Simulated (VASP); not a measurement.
# Os (Fd-3m) in VASP: further runs, part 2 of 2

VASP 6.6.1. Earlier steps stand in the parts before.

## (3) Relaxation of cell and atoms, LDA

This run uses another cell than the first one, of 18.19 Å³/atom.

INCAR reads:

```
PREC = Accurate
ENCUT = 600
EDIFF = 1E-7
ISMEAR = 0
SIGMA = 0.1
LREAL = False
LASPH = True
NELM = 120
ALGO = Normal
ISIF = 3
LWAVE = False
LCHARG = False
IBRION = 2
NSW = 60
EDIFFG = -0.02
GGA_COMPAT = False
NELMIN = 4
```

KPOINTS reads:

```
regular mesh
0
Gamma
  7 7 7
```

POSCAR reads:

```
Os
1.0
    0.0000000000      2.6300000000      2.6300000000
    2.6300000000      0.0000000000      2.6300000000
    2.6300000000      2.6300000000      0.0000000000
Os
2
Direct
    1.0000000000      1.0000000000      1.0000000000
    0.2500000000      0.2500000000      0.2500000000
```

Potentials or basis: VASP PAW LDA potentials, release 64 (Os).

The run is started by

```
$ cat potpaw_LDA.64/Os/POTCAR > POTCAR
$ mpirun -np 1 vasp_std > vasp.out
```

OUTCAR:

```text
PREC = Accurate
   ENCUT = 600
   EDIFF = 1E-7
   ISMEAR = 0
   LREAL = False
   LASPH = True
   NELM = 120
   ISIF = 3
   IBRION = 2
   NSW = 60
   EDIFFG = -0.02
   NELMIN = 4

 ion  position               nearest neighbor table
   1  0.000  0.000  0.000-   2 2.28   2 2.28   2 2.28   2 2.28
   2  0.250  0.250  0.250-   1 2.28   1 2.28   1 2.28   1 2.28

  LATTYP: Found a face centered cubic cell.
 ALAT       =     5.2600000000

  Lattice vectors:

 A1 = (   0.0000000000,   2.6300000000,   2.6300000000)
 A2 = (   2.6300000000,   0.0000000000,   2.6300000000)
 A3 = (   2.6300000000,   2.6300000000,   0.0000000000)

Analysis of symmetry for initial positions (statically):
=====================================================================
 Subroutine PRICEL returns:
 Original cell was already a primitive cell.

 Routine SETGRP: Setting up the symmetry group for a
 face centered cubic supercell.

 Subroutine GETGRP returns: Found 48 space group operations
 (whereof 24 operations were pure point group operations)
 out of a pool of 48 trial point group operations.

The static configuration has the point symmetry T_d .
 The point group associated with its full space group is O_h .

Analysis of symmetry for dynamics (positions and initial velocities):
=====================================================================
 Subroutine PRICEL returns:
 Original cell was already a primitive cell.

 Routine SETGRP: Setting up the symmetry group for a
 face centered cubic supercell.

 Subroutine GETGRP returns: Found 48 space group operations
 (whereof 24 operations were pure point group operations)
 out of a pool of 48 trial point group operations.

The dynamic configuration has the point symmetry T_d .
 The point group associated with its full space group is O_h .

 Subroutine INISYM returns: Found 48 space group operations
 (whereof 24 operations are pure point group operations),
 and found     1 'primitive' translations

----------------------------------------------------------------------------------------

                                     Primitive cell

  volume of cell :      36.3829

  direct lattice vectors                    reciprocal lattice vectors
     0.000000000  2.630000000  2.630000000    -0.190114068  0.190114068  0.190114068
     2.630000000  0.000000000  2.630000000     0.190114068 -0.190114068  0.190114068
     2.630000000  2.630000000  0.000000000     0.190114068  0.190114068 -0.190114068

  length of vectors
     3.719381669  3.719381669  3.719381669     0.329287226  0.329287226  0.329287226

  position of ions in fractional coordinates (direct lattice)
     0.000000000  0.000000000  0.000000000
     0.250000000  0.250000000  0.250000000

  ion indices of the primitive-cell ions
   primitive index   ion index
                 1           1
                 2           2

----------------------------------------------------------------------------------------

 KPOINTS: regular mesh

Automatic generation of k-mesh.
 Grid dimensions read from file:
 generate k-points for:    7    7    7

 Generating k-lattice:

  Cartesian coordinates                     Fractional coordinates (reciprocal lattice)
[... 39 lines left out ...]
   total plane-waves  NPLWV =  27000
   dimension x,y,z NGX =    30 NGY =   30 NGZ =   30
   dimension x,y,z NGXF=    60 NGYF=   60 NGZF=   60
   ions per type =               2
   NGX,Y,Z   is equivalent  to a cutoff of  13.41, 13.41, 13.41 a.u.
   NGXF,Y,Z  is equivalent  to a cutoff of  26.82, 26.82, 26.82 a.u.
 SYSTEM =  unknown system
   PREC   = accura    normal or accurate (medium, high low for compatibility)
   ISTART =      0    job   : 0-new  1-cont  2-samecut
   ICHARG =      2    charge: 1-file 2-atom 10-const
   ISPIN  =      1    spin polarized calculation?
   LNONCOLLINEAR =      F non collinear calculations
   LSORBIT =      F    spin-orbit coupling
   LASPH  =      T    aspherical Exc in radial PAW
   ENCUT  =  600.0 eV  44.10 Ry    6.64 a.u.   7.43  7.43  7.43*2*pi/ulx,y,z
   NELM   =    120;   NELMIN=  4; NELMDL= -5     # of ELM steps
   EDIFF  = 0.1E-06   stopping-criterion for ELM
   LREAL  =      F    real-space projection
   EDIFFG = -.2E-01   stopping-criterion for IOM
   NSW    =     60    number of steps for IOM
   IBRION =      2    ionic relax: 0-MD 1-quasi-New 2-CG
   NFREE  =      1    steps in history (QN), initial steepest desc. (CG)
   ISIF   =      3    stress and relaxation
   ISYM   =      2    0-nonsym 1-usesym 2-fastsym
   POTIM  = 0.5000    time-step for ionic-motion
   TEBEG  =    0.0;   TEEND  =   0.0 temperature during run
   PSTRESS=    0.0 pullay stress
   NELECT =      16.0000    total number of electrons
   NUPDOWN=      -1.0000    fix difference up-down
   EMIN   =  10.00;   EMAX   =-10.00  energy-range for DOS
   EFERMI =   0.00;   METHOD = LEGACY
   ISMEAR =     0;   SIGMA  =   0.10  broadening in eV -4-tet -1-fermi 0-gaus
   EFERMI_NEDOS =   21; number of points for ismear=-14 and -15
   IALGO  =     38    algorithm
   IMIX   =      4    mixing-type and parameters
     AMIX     =   0.40;   BMIX     =  1.00
     AMIX_MAG =   1.60;   BMIX_MAG =  1.00
  volume/ion in A,a.u.               =      18.19       122.76
  Fermi-wavevector in a.u.,A,eV,Ry     =   1.244942  2.352599 21.087402  1.549880
  Thomas-Fermi vector in A             =   2.379186
   LORBIT       =      0    0 simple, 1 ext, 2 COOP (PROOUT), +10 PAW based schemes
   GGA     = CA    functional components
   LHFCALC =     F    Hartree Fock is set to
   AEXX    =    0.0000 exact exchange contribution
   IVDW    =     0    specifies the selected vdW correction
   LEPSILON=     F    determine dielectric tensor
   LRPA    =     F    only Hartree local field effects (RPA)
 conjugate gradient relaxation of ions
 non-spin polarized calculation
 Gauss-broadening in eV      SIGMA  =   0.10
  energy-cutoff  :      600.00
  volume of cell :       36.38
 maximum number of plane-waves:      1243
 NGX is ok and might be reduce to    30
   NGX = 15   NGY = 15   NGZ = 15

--------------------------------------- Ionic step        1  -------------------------------------------

 number of electron      16.0000000 magnetization

 Free energy of the ion-electron system (eV)
  ---------------------------------------------------
  ext. energy  EPLUGINS =         0.00000000
  ---------------------------------------------------
  free energy    TOTEN  =       -22.01579677 eV

  energy without entropy =      -22.00986620  energy(sigma->0) =      -22.01283149

------------------------ aborting loop because EDIFF is reached ----------------------------------------

  FORCE on cell =-STRESS in cart. coord.  units (eV):
  Direction    XX          YY          ZZ          XY          YZ          ZX
  --------------------------------------------------------------------------------------
  -------------------------------------------------------------------------------------
  Total        7.5604643      7.5604643      7.5604643      0.0000000     -0.0000000     -0.0000000
  in kB      332.9368045    332.9368045    332.9368045      0.0000000     -0.0000000     -0.0000000
  external PRESSURE =     332.9368045 kB  Pullay stress =       0.0000000 kB
[... 23 lines left out ...]
--------------------------------------- Ionic step        2  -------------------------------------------

 number of electron      16.0000001 magnetization

 E-fermi :   1.2053     XC(G=0):  -9.8134

 val. band max:        1.2040977214   @ k =   0.4286   0.1429   0.0000
 cond. band min:       1.2395489514   @ k =   0.4286   0.2857   0.0000
 fundamental gap:      0.0354512300
 Fermi energy:         1.2052767752

 k-point     1 :       0.0000    0.0000    0.0000
  band No.  band energies     occupation
      1      -4.4412      2.00000
      2      -1.3521      2.00000
      3      -1.3521      2.00000
      4      -1.2306      2.00000
      5      -1.2306      2.00000
      6      -1.2306      2.00000
      7       0.8352      2.00000
      8       0.8352      2.00000
      9       0.8352      2.00000
     10       2.5662      0.00000
     11       2.5662      0.00000
     12      10.5040      0.00000
[... 390 lines left out ...]
--------------------------------------- Ionic step        5  -------------------------------------------

 number of electron      15.9999999 magnetization

 Free energy of the ion-electron system (eV)
  ---------------------------------------------------
  ext. energy  EPLUGINS =         0.00000000
  ---------------------------------------------------
  free energy    TOTEN  =       -22.42134420 eV

  energy without entropy =      -22.41466156  energy(sigma->0) =      -22.41800288

 E-fermi :   4.6886     XC(G=0): -11.7066

 val. band max:        4.6000966115   @ k =  -0.1429   0.1429   0.0000
 cond. band min:       4.7322835251   @ k =   0.2857   0.1429   0.0000
 fundamental gap:      0.1321869136
 Fermi energy:         4.6885503821

 k-point     1 :       0.0000    0.0000    0.0000
  band No.  band energies     occupation
      1      -3.0684      2.00000
      2       0.2974      2.00000
      3       0.2974      2.00000
      4       1.0301      2.00000
      5       1.0301      2.00000
      6       1.0301      2.00000
      7       4.1583      2.00000
      8       4.1583      2.00000
      9       4.1583      2.00000
     10       7.4918      0.00000
     11       7.4918      0.00000
     12      16.1851      0.00000
[... 312 lines left out ...]
  FREE ENERGIE OF THE ION-ELECTRON SYSTEM (eV)
  ---------------------------------------------------
  free  energy   TOTEN  =       -22.4213442043 eV

  energy  without entropy=      -22.4146615601  energy(sigma->0) =      -22.41800288

 reached required accuracy - stopping structural energy minimisation
```

OSZICAR:

```text
N       E                     dE             d eps       ncg     rms          rms(c)
DAV:   1     0.115110503287E+03    0.11511E+03   -0.82267E+03   480   0.139E+03
DAV:   2    -0.119934423670E+02   -0.12710E+03   -0.11473E+03   488   0.394E+02
DAV:   3    -0.226025959313E+02   -0.10609E+02   -0.95435E+01   632   0.892E+01
[... 44 lines left out ...]
DAV:   2    -0.224214024966E+02    0.53663E-03   -0.89719E-04   508   0.284E-01    0.840E-02
DAV:   3    -0.224213410722E+02    0.61424E-04   -0.31064E-04   696   0.157E-01    0.215E-02
DAV:   4    -0.224213439977E+02   -0.29254E-05   -0.13774E-05   504   0.250E-02    0.364E-03
DAV:   5    -0.224213441631E+02   -0.16542E-06   -0.32149E-06   684   0.181E-02    0.507E-03
DAV:   6    -0.224213442043E+02   -0.41214E-07   -0.23700E-07   488   0.333E-03
   5 F= -.22421344E+02 E0= -.22418003E+02  d E =-.405547E+00
```

Wall time 56 s (1 thread of Intel Xeon Platinum 8488C (Sapphire Rapids), shared host); peak memory 0.16 GiB.

Results:

```yaml
Free_energy: -22.4213 eV
Relaxed_volume: 20.34 Å³/atom
Relaxed_cell: a = 3.861 Å, b = 3.861 Å, c = 3.861 Å, α = 60.00°, β = 60.00°, γ = 60.00°
Space_group_after_relaxing_to_0.1_Å: Fd-3m (No. 227)
Pressure_after_relaxing: 0.0 GPa
Band_gap_on_the_k_mesh: zero (bands 8 and 9 overlap by 1.07 eV)
```

Final structure:
```
Os
1.0
     0.00000    2.72992    2.72992
     2.72992    0.00000    2.72992
     2.72992    2.72992    0.00000
Os
2
Direct
  0.00000 0.00000 0.00000
  0.25000 0.25000 0.25000
```

Caveat: spin-orbit coupling is left out, which moves the levels of the heavy elements.
